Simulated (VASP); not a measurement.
## LiMg8: single point with LDA

LiMg8, a slab with vacuum:

```
CELL_PARAMETERS angstrom
6.29323 0.00000 0.00000
0.00000 5.03889 0.00000
0.00000 0.00000 19.08461
ATOMIC_POSITIONS crystal
Mg 0.00000 0.75000 0.20959
Mg 0.50000 0.75000 0.20959
Mg 0.25000 0.25000 0.25719
Mg 0.75000 0.25000 0.25719
Mg 0.25000 0.75000 0.35659
Mg 0.75000 0.75000 0.35659
Mg 0.00000 0.25000 0.39742
Mg 0.50000 0.25000 0.39742
Li 0.18750 0.62500 0.49279
```

| Item | Value |
| --- | --- |
| Program | VASP 6.6.1 |
| Task | single point |
| Functional | LDA |
| Potentials or basis | VASP PAW LDA potentials, release 64 (Mg, Li_sv) |
| Cutoff | 520 eV |
| k mesh | 4 × 5 × 1 |
| Occupations | gaussian, width 0.1 eV |
| Spin | no spin polarisation |
| Dipole correction | yes |
| Further INCAR settings | ALGO = Normal; EDIFF = 1e-06; NBANDS = 20 |

```json
{
 "Largest force": "0.429 eV/Å",
 "Band gap on the k mesh": "zero (an odd number of electrons rules out a gap without spin polarisation)"
}
```

Forces on the atoms (eV/Å):
```
Mg   0.004  0.008  0.242
Mg  -0.005  0.010  0.252
Mg   0.002 -0.017 -0.169
Mg  -0.008 -0.011 -0.123
Mg   0.063  0.049 -0.421
Mg   0.026 -0.027  0.141
Mg  -0.041 -0.184 -0.039
Mg  -0.064 -0.003  0.115
Li   0.023  0.175  0.003
```

Levels at points of the mesh, in eV from the Fermi level:
| k point | band 8 | band 9 | band 10 | band 11 | band 12 | band 13 |
| --- | --- | --- | --- | --- | --- | --- |
| (0.00, 0.00, 0.00) | -0.65 | -0.40 | -0.13 | 0.50 | 1.05 | 1.81 |
| (0.50, 0.00, 0.00) | -0.01 | 0.06 | 0.67 | 0.77 | 1.11 | 1.55 |

Wall time 2.5 min on 1 thread of Intel(R) Xeon(R) Platinum 8488C (Sapphire Rapids) (shared host), peak memory 0.48 GiB.
